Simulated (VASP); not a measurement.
A run of VASP 6.6.1:

INCAR

```
SYSTEM = Si
PREC = Accurate
ENCUT = 520
EDIFF = 1E-6
ISMEAR = 0
SIGMA = 0.05
LREAL = .FALSE.
LASPH = .TRUE.
NELM = 100
ALGO = Normal
ISIF = 2
LWAVE = .FALSE.
LCHARG = .FALSE.
GGA = PE
NBANDS = 16
```

The input KPOINTS:

```
Automatic mesh
0
G
  12 12 6
  0 0 0
```

The input POSCAR:

```
Si
1.0
    3.7261315656      0.0000000000      0.0000000000
   -1.8630657828      3.2269245936      0.0000000000
    0.0000000000      0.0000000000      6.7986996546
Si
4
Direct
    0.3333333333      0.6666666667      0.0770726086
    0.6666666667      0.3333333333      0.5770726086
    0.3333333333      0.6666666667      0.4229273914
    0.6666666667      0.3333333333      0.9229273914
```

Potentials or basis: VASP PAW PBE potentials, release 64 (Si).

The run is started by

```console
$ cat potpaw_PBE.64/Si/POTCAR > POTCAR
$ mpirun -np 1 vasp_std > vasp.out
```

Hardware: 1 thread of Intel(R) Xeon(R) 6975P-C (Granite Rapids), on a shared host.

Question: Estimate the wall time of this run.

Answer: Wall time 36 s on 1 thread of Intel(R) Xeon(R) 6975P-C (Granite Rapids), with other jobs on the host, peak memory 0.22 GiB. Counts: scf iterations 13, k points 76.
